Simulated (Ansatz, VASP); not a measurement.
# Two plane-wave programs on CoO

```
Co O
1.0
     1.62330    0.93721    5.20049
    -1.62330    0.93721    5.20049
     0.00000   -1.87443    5.20049
Co O
2 2
Direct
  0.99949 0.99949 0.99949
  0.49949 0.49949 0.49949
  0.37550 0.37550 0.37550
  0.87553 0.87553 0.87553
```

Alike in both runs: task single point; functional PBEsol; k mesh 8 × 8 × 8; collinear spin; Hubbard terms Co d U = 4.5 eV.

|  | VASP | Ansatz |
| --- | --- | --- |
| version | VASP 6.6.1 | Ansatz 0.2.0 |
| potentials or method | VASP PAW PBE potentials, release 64 (Co, O), cutoff 520 eV | plane waves, PAW |
| occupations | methfessel-paxton of order 1, width 0.1 eV | cold, width 0.1 eV |
| valence electrons in the cell | 30 | 46 |

|  | VASP | Ansatz | Ansatz less VASP |
| --- | --- | --- | --- |
| net moment per atom (μB) | 0.00 | 0.00 | 0.000 |
| size of the moment on the site where the two differ most (μB) | 2.67 | 2.40 | -0.275 |

VASP's potentials were made for PBE, not for PBEsol. Site moments also hang on the region over which each program counts them. The programs project onto different local orbitals, so the same U acts differently, and such runs can settle in different states. VASP's potentials hold 30 valence electrons a cell and Ansatz's 46, so a difference there can come from the potentials and not from the codes. Ansatz's warnings: stability check not made, structure snapped to symmetry.
